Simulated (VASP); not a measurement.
A run of VASP 6.6.1 is set up as follows.

File INCAR:

```
PREC = Accurate
ENCUT = 520
EDIFF = 1E-6
ISMEAR = 0
SIGMA = 0.02
LREAL = F
LASPH = T
NELM = 100
ALGO = Normal
ISIF = 2
LWAVE = F
LCHARG = F
GGA = PE
NBANDS = 31
```

The input KPOINTS:

```
regular mesh
0
Gamma
  12 12 4
```

File POSCAR:

```
Mg3CdTe4
1.0
    4.2680687798      0.0000000029      0.0000000000
   -2.1340343924      3.6962559869      0.0000000000
    0.0000000000      0.0000000000     13.8542926417
Mg Cd Te
3 1 4
Direct
    0.0000000000      0.0000000000      0.0000000000
    0.0000000000      0.0000000000      0.7522138984
    0.0000000000      0.0000000000      0.2477861016
    0.0000000000      0.0000000000      0.5000000000
    0.3333333333      0.6666666667      0.8764126571
    0.3333333333      0.6666666667      0.3697911001
    0.6666666667      0.3333333333      0.1235873429
    0.6666666667      0.3333333333      0.6302088999
```

Potentials or basis: VASP PAW PBE potentials, release 64 (Mg, Cd, Te).

Run with:

```sh
$ cat potpaw_PBE.64/Mg/POTCAR potpaw_PBE.64/Cd/POTCAR potpaw_PBE.64/Te/POTCAR > POTCAR
$ mpirun -np 1 vasp_std > vasp.out
```

(1) Predict the band gap on the k mesh.

(2) Estimate the largest force.

(3) What does it give for the pressure?

Results:

(1) 0.36 eV, indirect (least direct gap 0.85 eV).

(2) 0.022 eV/Å.

(3) 0.0 GPa.

Caveat: spin-orbit coupling is left out, which moves the levels of the heavy elements.
